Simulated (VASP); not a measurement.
A run of VASP 6.6.1 is set up as follows.

The input INCAR:

```
SYSTEM = AlN
PREC = Accurate
ENCUT = 600
EDIFF = 1E-6
ISMEAR = 0
SIGMA = 0.02
LREAL = .False.
LASPH = .True.
NELM = 120
ALGO = Normal
ISIF = 2
LWAVE = .False.
LCHARG = .True.
GGA = PE
LELF = .True.
LVHAR = .True.
NBANDS = 11
GGA_COMPAT = .False.
```

File KPOINTS:

```
Automatic mesh
0
Gamma
  10 10 10
  0 0 0
```

File POSCAR:

```
AlN
1.0
    0.0000000000      2.2012620991      2.2012620991
    2.2012620991      0.0000000000      2.2012620991
    2.2012620991      2.2012620991      0.0000000000
Al N
1 1
Direct
    0.0000000000      0.0000000000      0.0000000000
    0.2500000000      0.2500000000      0.2500000000
```

Potentials or basis: VASP PAW PBE potentials, release 64 (Al, N).

Command:

```sh
$ cat potpaw_PBE.64/Al/POTCAR potpaw_PBE.64/N/POTCAR > POTCAR
$ mpirun -np 1 vasp_std > vasp.out
```

Question: Estimate the band gap on the k mesh.

Answer: 3.31 eV, indirect (least direct gap 3.99 eV).

Question: Estimate the pressure.

Answer: -0.3 GPa.

A k mesh can miss the band edges. Expect the measured gap to be larger: semilocal functionals such as PBE lack the derivative discontinuity.
